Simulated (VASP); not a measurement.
**Si4Ge2Ir: single point with PBE**

Crystal: Si4Ge2Ir.

```
Si Ge Ir
1.0
     4.01341    0.00000    0.00000
    -2.00671    3.47572    0.00000
     0.00000    0.00000   10.22628
Si Ge Ir
4 2 1
Cartesian
  0.0000 2.3171 0.6900
  0.0000 2.3171 3.0791
  2.0067 1.1586 9.5363
  2.0067 1.1586 7.1472
  0.0000 0.0000 3.8556
  0.0000 0.0000 6.3707
  0.0000 0.0000 0.0000
```

```yaml
Program: VASP 6.6.1
Task: single point
Functional: PBE
Potentials_or_basis: VASP PAW PBE potentials, release 64 (Si, Ge_d, Ir)
Cutoff: 520 eV
k_mesh: 5 × 5 × 2
Occupations: gaussian, width 0.2 eV
Spin: no spin polarisation
Dipole_correction: no
Further_INCAR_settings: ALGO = Normal; EDIFF = 1e-07; NBANDS = 36
```

```
Pressure               : 0.0 GPa
Largest force          : 0.017 eV/Å
Band gap on the k mesh : zero (an odd number of electrons rules out a gap without spin polarisation)
```

Forces in eV/Å, atoms in the order of the input:
```
Si   0.000  0.000 -0.013
Si   0.000  0.000  0.014
Si   0.000  0.000  0.013
Si   0.000  0.000 -0.014
Ge   0.000  0.000  0.017
Ge   0.000  0.000 -0.017
Ir   0.000  0.000  0.000
```

Stress tensor (GPa, compression positive):
```
 0.09  0.00  0.00
 0.00  0.09  0.00
 0.00  0.00 -0.18
```

Levels at points of the mesh, in eV from the Fermi level:
```csv
k point,band 25,band 26,band 27,band 28,band 29,band 30
"(0.00, 0.00, 0.00)",0.11,0.27,1.14,1.21,1.82,1.82
"(0.00, 0.00, 0.50)",-0.45,0.74,1.58,1.83,2.10,2.10
```

It took 30 s on 1 thread of AMD EPYC 9R45 96-Core Processor (Zen 5), with other jobs on the host, peak memory 0.24 GiB.

Caveat: the k points lie up to 0.36 Å⁻¹ apart, too coarse for converged energies and pressures of a metal; spin-orbit coupling is left out, which moves the levels of the heavy elements; an odd number of electrons without spin polarisation forces a metal; a magnetic or distorted state may lie lower.
